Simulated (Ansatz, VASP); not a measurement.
**Si2GeN4 in VASP and in Ansatz**

```
CELL_PARAMETERS angstrom
7.75121 0.00000 -0.02794
0.00000 2.96186 0.00000
-3.89979 0.00000 6.72614
ATOMIC_POSITIONS crystal
Si 0.59178 0.50000 0.82919
Si 0.82694 0.00000 0.22908
Si 0.22997 0.50000 0.40957
Si 0.17703 0.50000 0.76249
Ge 0.77166 0.00000 0.59845
Ge 0.40079 0.00000 0.17130
N 0.33528 0.50000 0.66701
N 0.67224 0.00000 0.32974
N 0.70181 0.50000 0.68348
N 0.66597 0.00000 0.97046
N 0.04176 0.00000 0.69534
N 0.96900 0.50000 0.29593
N 0.29821 0.00000 0.34013
N 0.31758 0.50000 0.01786
```

Alike in both runs: task single point; functional PBE; k mesh 4 × 8 × 4; occupations fermi-dirac, width 0.02 eV; no spin polarisation.

|  | VASP | Ansatz |
| --- | --- | --- |
| version | VASP 6.6.1 | Ansatz 0.2.0 |
| potentials or method | VASP PAW PBE potentials, release 64 (Si, Ge_d, N) | plane waves, PAW |
| plane-wave cutoff (eV) | 520 | 420 |
| valence electrons in the cell | 84 | 84 |

```tsv
	VASP	Ansatz	Ansatz less VASP
gap on the k mesh at the Fermi level (eV)	3.76	3.74	-0.014
pressure (GPa)	5.5	6.0	+0.44
rms of the force components (eV/Å)	0.038	0.048	+0.0099
```
